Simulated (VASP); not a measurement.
The system is BAs.

```
B As
1.0
     0.00000    2.39187    2.39187
     2.39187    0.00000    2.39187
     2.39187    2.39187    0.00000
B As
1 1
Cartesian
  0.0000 0.0000 0.0000
  1.1959 1.1959 1.1959
```

Program: VASP 6.6.1. Alike in all runs: task single point; no spin polarisation; cell as given; cutoff (eV) 520; smearing gaussian 0.01 eV.

Question: Order these runs on this cell by their band gap on the k mesh, lowest first.
A. level PBE; potentials or basis VASP PAW PBE potentials, release 64 (B, As); k mesh 6 × 6 × 6
B. level HSE06; potentials or basis VASP PAW PBE potentials, release 64 (B, As); k mesh 6 × 6 × 6; grid for exact exchange (PRECFOCK) Normal; screening parameter 0.2079 1/Å
C. level PBE0; potentials or basis VASP PAW PBE potentials, release 64 (B, As); k mesh 6 × 6 × 6; grid for exact exchange (PRECFOCK) Normal
D. level LDA; potentials or basis VASP PAW LDA potentials, release 64 (B, As); k mesh 10 × 10 × 10

Answer: D (1.13 eV), A (1.28 eV), B (1.95 eV), C (2.65 eV).

A k mesh can miss the band edges.
